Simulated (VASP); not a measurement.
# TaVN2 (P4/mmm) in VASP: further runs, part 2 of 2

VASP 6.6.1.

**3. Single point, PBE+D3(BJ)+U, collinear spin, antiferromagnetic start**

File INCAR:

```
ALGO = Normal ; EDIFF = 1E-6
ENCUT = 520 ; GGA = PE
ISIF = 2 ; ISMEAR = -1
ISPIN = 2 ; IVDW = 12
LASPH = True ; LCHARG = True
LDAU = True ; LDAUJ = 0 0.9 0
LDAUL = -1 2 -1 ; LDAUPRINT = 1
LDAUTYPE = 1 ; LDAUU = 0 5.9 0
LELF = True ; LMAXMIX = 4
LORBIT = 11 ; LREAL = False
LUSENCCL = False ; LVHAR = True
LWAVE = False ; MAGMOM = 0 0 1.8 -1.8 0 0 0 0
NBANDS = 48 ; NELM = 150
PREC = Accurate ; SIGMA = 0.05
```

File KPOINTS:

```
k-points
0
Gamma
  4 7 5
```

File POSCAR:

```
TaVN2
1.0
    6.0997000000      0.0000000000      0.0000000000
    0.0000000000      3.0499000000      0.0000000000
    0.0000000000      0.0000000000      4.2961000000
Ta V N
2 2 4
Direct
    0.0000000000      0.0000000000      0.0000000000
    0.5000000000      0.0000000000      0.0000000000
    0.2500000000      0.5000000000      0.5000000000
    0.7500000000      0.5000000000      0.5000000000
    0.0000000000      0.0000000000      0.5000000000
    0.2500000000      0.5000000000      0.0000000000
    0.5000000000      0.0000000000      0.5000000000
    0.7500000000      0.5000000000      0.0000000000
```

Potentials or basis: VASP PAW PBE potentials, release 64 (Ta_pv, V_sv, N).

Started as:

```
$ cat potpaw_PBE.64/Ta_pv/POTCAR potpaw_PBE.64/V_sv/POTCAR potpaw_PBE.64/N/POTCAR > POTCAR
$ mpirun -np 1 vasp_std > vasp.out
```

OUTCAR:

```text
EDIFF = 1E-6
   ENCUT = 520
   GGA = PE
   ISIF = 2
   ISMEAR = -1
   ISPIN = 2
   IVDW = 12
   LASPH = True
   LORBIT = 11
   LREAL = False
   NELM = 150
   PREC = Accurate
 IVDW          = 12

 ion  position               nearest neighbor table
   1  0.000  0.000  0.000-   5 2.15   5 2.15   8 2.16   6 2.16   6 2.16   8 2.16   4 3.04   4 3.04
                             3 3.04   4 3.04   3 3.04   3 3.04   3 3.04   4 3.04   2 3.05   2 3.05
   2  0.500  0.000  0.000-   7 2.15   7 2.15   8 2.16   6 2.16   6 2.16   8 2.16   4 3.04   4 3.04
                             3 3.04   4 3.04   3 3.04   3 3.04   3 3.04   4 3.04   1 3.05   1 3.05
   3  0.250  0.500  0.500-   6 2.15   6 2.15   7 2.16   5 2.16   5 2.16   7 2.16   2 3.04   2 3.04
                             1 3.04   2 3.04   1 3.04   1 3.04   1 3.04   2 3.04
   4  0.750  0.500  0.500-   8 2.15   8 2.15   5 2.16   7 2.16   5 2.16   7 2.16   2 3.04   2 3.04
                             1 3.04   2 3.04   1 3.04   1 3.04   1 3.04   2 3.04
   5  0.000  0.000  0.500-   1 2.15   1 2.15   4 2.16   3 2.16   3 2.16   4 2.16
   6  0.250  0.500  0.000-   3 2.15   3 2.15   1 2.16   2 2.16   1 2.16   2 2.16
   7  0.500  0.000  0.500-   2 2.15   2 2.15   4 2.16   3 2.16   3 2.16   4 2.16
   8  0.750  0.500  0.000-   4 2.15   4 2.15   1 2.16   2 2.16   1 2.16   2 2.16

  LATTYP: Found a simple orthorhombic cell.
 ALAT       =     3.0499000000
 B/A-ratio  =     1.4086035608
 C/A-ratio  =     1.9999672120

  Lattice vectors:

 A1 = (   0.0000000000,   3.0499000000,   0.0000000000)
 A2 = (   0.0000000000,   0.0000000000,   4.2961000000)
 A3 = (   6.0997000000,   0.0000000000,   0.0000000000)

Analysis of symmetry for initial positions (statically):
=====================================================================
 Subroutine PRICEL returns following result:

  LATTYP: Found a simple orthorhombic cell.
 ALAT       =     3.0498500000
 B/A-ratio  =     1.0000163942
 C/A-ratio  =     1.4086266538
[... 12 lines left out ...]
 Subroutine GETGRP returns: Found  8 space group operations
 (whereof  8 operations were pure point group operations)
 out of a pool of  8 trial point group operations.

The static configuration has the point symmetry D_2h.

Analysis of symmetry for dynamics (positions and initial velocities):
=====================================================================
 Subroutine PRICEL returns following result:

  LATTYP: Found a simple orthorhombic cell.
 ALAT       =     3.0498500000
 B/A-ratio  =     1.0000163942
 C/A-ratio  =     1.4086266538
[... 12 lines left out ...]
 Subroutine GETGRP returns: Found  8 space group operations
 (whereof  8 operations were pure point group operations)
 out of a pool of  8 trial point group operations.

The dynamic configuration has the point symmetry D_2h.

Analysis of structural, dynamic, and magnetic symmetry:
=====================================================================
 Subroutine PRICEL returns following result:

  LATTYP: Found a simple orthorhombic cell.
[... 219 lines left out ...]

 occupancies and eigenvectors

  o =  0.0380  v =  0.0000 -0.0000 -0.0348 -0.0000  0.9994  0.0000  0.0000  0.0000  0.0000  0.0000      0.0000  0.0000  0.0000  0.0000  0.0000  0.0000  0.0000  0.0000  0.0000  0.0000
  o =  0.0536  v =  0.0000  1.0000  0.0000 -0.0000  0.0000  0.0000  0.0000  0.0000  0.0000  0.0000      0.0000 -0.0000  0.0000  0.0000  0.0000  0.0000  0.0000  0.0000  0.0000  0.0000
  o =  0.0606  v =  0.0000 -0.0000 -0.0000 -1.0000 -0.0000  0.0000  0.0000  0.0000  0.0000  0.0000      0.0000  0.0000  0.0000  0.0000  0.0000  0.0000  0.0000  0.0000  0.0000  0.0000
  o =  0.1377  v =  1.0000  0.0000  0.0000  0.0000  0.0000  0.0000  0.0000  0.0000  0.0000  0.0000      0.0000  0.0000  0.0000  0.0000  0.0000  0.0000  0.0000  0.0000  0.0000  0.0000
  o =  0.1442  v = -0.0000  0.0000 -0.9994  0.0000 -0.0348 -0.0000 -0.0000 -0.0000 -0.0000 -0.0000      0.0000  0.0000  0.0000  0.0000  0.0000  0.0000  0.0000  0.0000  0.0000  0.0000
  o =  0.1507  v =  0.0000  0.0000  0.0000  0.0000  0.0000  1.0000  0.0000  0.0000  0.0000  0.0000      0.0000  0.0000  0.0000  0.0000  0.0000  0.0000  0.0000  0.0000  0.0000  0.0000
  o =  0.1562  v =  0.0000  0.0000  0.0000  0.0000  0.0000  0.0000 -0.0000 -0.9997  0.0000  0.0260      0.0000  0.0000  0.0000  0.0000  0.0000  0.0000  0.0000  0.0000 -0.0000 -0.0000
  o =  0.7593  v =  0.0000  0.0000  0.0000  0.0000  0.0000  0.0000 -1.0000  0.0000 -0.0000  0.0000      0.0000  0.0000  0.0000  0.0000  0.0000  0.0000  0.0000  0.0000  0.0000  0.0000
  o =  0.8003  v =  0.0000  0.0000  0.0000  0.0000  0.0000  0.0000  0.0000 -0.0000 -1.0000  0.0000      0.0000  0.0000  0.0000  0.0000  0.0000  0.0000  0.0000  0.0000  0.0000  0.0000
  o =  0.9020  v = -0.0000 -0.0000 -0.0000 -0.0000 -0.0000 -0.0000 -0.0000 -0.0260 -0.0000 -0.9997      0.0000  0.0000  0.0000  0.0000  0.0000  0.0000  0.0000  0.0000  0.0000  0.0000

 number of electron      67.9999979 magnetization       0.0000000

 Free energy of the ion-electron system (eV)
  ---------------------------------------------------
  ext. energy  EPLUGINS =         0.00000000
  ---------------------------------------------------
  free energy    TOTEN  =       -75.99835009 eV

  energy without entropy =      -75.97339652  energy(sigma->0) =      -75.98587330

 E-fermi :  10.0457     XC(G=0): -13.2414

 val. band max:       10.0457016290   @ k =   0.2500   0.2857   0.2000
 cond. band min:      10.0548518196   @ k =   0.2500   0.4286   0.2000
 fundamental gap:      0.0091501906
 Fermi energy:        10.0457142469

 spin component 1

 k-point     1 :       0.0000    0.0000    0.0000
  band No.  band energies     occupation
      1     -55.0101      1.00000
      2     -52.7228      1.00000
      3     -29.0450      1.00000
      4     -28.9217      1.00000
      5     -28.8210      1.00000
      6     -26.9113      1.00000
[... 2345 lines left out ...]
     45      15.0129      0.00000
     46      15.4588      0.00000

 [... further k-points ...]

 [bands above 46 left out]

------------------------ aborting loop because EDIFF is reached ----------------------------------------

 Edisp (eV)   -3.60931

 E8    (eV) :    -1.5861

  FORCE on cell =-STRESS in cart. coord.  units (eV):
  Direction    XX          YY          ZZ          XY          YZ          ZX
  --------------------------------------------------------------------------------------
  -------------------------------------------------------------------------------------
  Total       6.66735     6.72845     2.38642     0.00000     0.00000     0.00000
  in kB     133.65807   134.88294    47.83968     0.00000     0.00000     0.00000
  external pressure =      105.46 kB  Pullay stress =        0.00 kB

 VOLUME and BASIS-vectors are now :
 -----------------------------------------------------------------------------
  energy-cutoff  :      520.00
  volume of cell :       79.92
      direct lattice vectors                 reciprocal lattice vectors
     6.099700000  0.000000000  0.000000000     0.163942489  0.000000000  0.000000000
     0.000000000  3.049900000  0.000000000     0.000000000  0.327879603  0.000000000
     0.000000000  0.000000000  4.296100000     0.000000000  0.000000000  0.232769256

 POSITION                                       TOTAL-FORCE (eV/Angst)
 -----------------------------------------------------------------------------------
      0.00000      0.00000      0.00000        -0.000000     -0.000000      0.000000
      3.04985      0.00000      0.00000        -0.000000     -0.000000     -0.000000
      1.52493      1.52495      2.14805         0.000000      0.000000      0.000000
      4.57478      1.52495      2.14805         0.000000     -0.000000      0.000000
      0.00000      0.00000      2.14805        -0.000000     -0.000000      0.000000
      1.52493      1.52495      0.00000        -0.000000     -0.000000      0.000000
      3.04985      0.00000      2.14805        -0.000000     -0.000000     -0.000000
      4.57478      1.52495      0.00000        -0.000000     -0.000000      0.000000
 -----------------------------------------------------------------------------------
    total drift:                                0.000000      0.000000      0.000000

  FREE ENERGIE OF THE ION-ELECTRON SYSTEM (eV)
  ---------------------------------------------------
  free  energy   TOTEN  =       -79.6076634578 eV

  energy  without entropy=      -79.5827098871  energy(sigma->0) =      -79.59518667

 total charge

# of ion       s       p       d       tot
------------------------------------------
    1        0.309   6.271   2.346   8.927
    2        0.309   6.271   2.346   8.927
    3        2.201   6.214   3.172  11.588
    4        2.201   6.214   3.172  11.588
    5        1.234   2.545   0.000   3.779
    6        1.235   2.571   0.000   3.806
    7        1.234   2.545   0.000   3.779
    8        1.235   2.571   0.000   3.806
--------------------------------------------------
tot          9.958  35.204  11.038  56.200

 magnetization (x)

# of ion       s       p       d       tot
------------------------------------------
    1        0.000   0.000   0.000   0.000
    2        0.000   0.000   0.000   0.000
    3        0.018   0.019   2.324   2.361
    4       -0.018  -0.019  -2.324  -2.361
    5        0.000   0.000   0.000   0.000
    6       -0.002   0.021   0.000   0.019
    7        0.000   0.000   0.000   0.000
    8        0.002  -0.021   0.000  -0.019
--------------------------------------------------
tot          0.000   0.000   0.000   0.000
```

It took 3.2 min on 1 × NVIDIA H100 80GB with 1 thread of AMD EPYC 7R13 (Zen 3), shared host; peak memory 1.4 GiB.

What came out:

* Free energy: -79.6077 eV
* Pressure: 10.5 GPa
* Band gap on the k mesh: zero (filled and empty bands overlap)
* Net moment: 0.00 μB per cell
* Site moments: Ta +0.00; V +2.36, -2.36; N +0.00, +0.02, -0.02 μB
* Valence electrons inside the program's atomic spheres: Ta 8.93; V 11.59; N 3.78, 3.81
* Dispersion energy per atom: -0.451 eV

Stress tensor (GPa, compression positive):
```
13.37  0.00  0.00
 0.00 13.49  0.00
 0.00  0.00  4.78
```

Levels at points of the mesh, in eV from the Fermi level:
Spin up:
| k point | band 30 | band 31 | band 32 | band 33 | band 34 | band 35 | band 36 | band 37 | band 38 | band 39 |
| --- | --- | --- | --- | --- | --- | --- | --- | --- | --- | --- |
| (0.00, 0.00, 0.00) | -2.47 | -2.46 | -2.44 | -2.36 | -1.81 | 0.74 | 0.92 | 0.95 | 1.06 | 1.34 |
| (0.50, 0.00, 0.00) | -3.57 | -2.40 | -2.40 | -1.21 | -1.15 | -0.72 | 0.30 | 0.63 | 1.37 | 1.61 |
Spin down:
| k point | band 31 | band 32 | band 33 | band 34 | band 35 | band 36 | band 37 | band 38 |
| --- | --- | --- | --- | --- | --- | --- | --- | --- |
| (0.00, 0.00, 0.00) | -2.46 | -2.44 | -2.36 | -1.81 | 0.74 | 0.92 | 0.95 | 1.06 |
| (0.50, 0.00, 0.00) | -2.40 | -2.40 | -1.21 | -1.15 | -0.72 | 0.30 | 0.63 | 1.37 |

Eigenvalues of the final occupation matrices:
```tsv
site	spin	trace	eigenvalues
site 3 d	1	2.77	0.15 0.16 0.76 0.80 0.90
site 3 d	2	0.43	0.04 0.05 0.06 0.14 0.14
site 4 d	1	0.43	0.04 0.05 0.06 0.14 0.14
site 4 d	2	2.77	0.15 0.16 0.76 0.80 0.90
```

Caveat: spin-orbit coupling is left out, which moves the levels of the heavy elements; pairwise dispersion overbinds metals, which lowers pressure and volume.
